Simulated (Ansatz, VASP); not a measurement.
## CO2 in VASP and in Ansatz

```
C O
1.0
     6.11937    0.00000    0.00000
     0.00000    6.11937    0.00000
     0.00000    0.00000    5.55638
C O
4 8
Direct
  0.00000 0.00000 0.00000
  0.50000 0.00000 0.50000
  0.50000 0.50000 0.00000
  0.00000 0.50000 0.50000
  0.11148 0.11148 0.11148
  0.38852 0.88852 0.61148
  0.61148 0.38852 0.88852
  0.88852 0.61148 0.38852
  0.88852 0.88852 0.88852
  0.61148 0.11148 0.38852
  0.38852 0.61148 0.11148
  0.11148 0.38852 0.61148
```

Alike in both runs: task single point; functional PBE; k mesh 4 × 4 × 4; occupations gaussian, width 0.05 eV; no spin polarisation.

```csv
,VASP,Ansatz
version,VASP 6.6.1,Ansatz 0.2.0
potentials or method,"VASP PAW PBE potentials, release 64 (C, O), cutoff 520 eV","scalar-relativistic, plane waves, PAW"
valence electrons in the cell,64,64
```

|  | VASP | Ansatz | Ansatz less VASP |
| --- | --- | --- | --- |
| gap on the k mesh at the Fermi level (eV) | 6.75 | 6.76 | +0.013 |
| least direct gap on the mesh (eV) | 6.75 | 6.76 | +0.013 |
| pressure (GPa) | 7.7 | 6.2 | -1.52 |
| traceless stress, the component that is largest in VASP (GPa) | -0.69 | -0.48 | +0.210 |
| rms of the force components (eV/Å) | 1.554 | 1.197 | -0.3571 |

Atom by atom the forces differ by 0.357 eV/Å (rms over components).

Noted on VASP's run: the standard files for N, O and F lose accuracy on very short bonds.
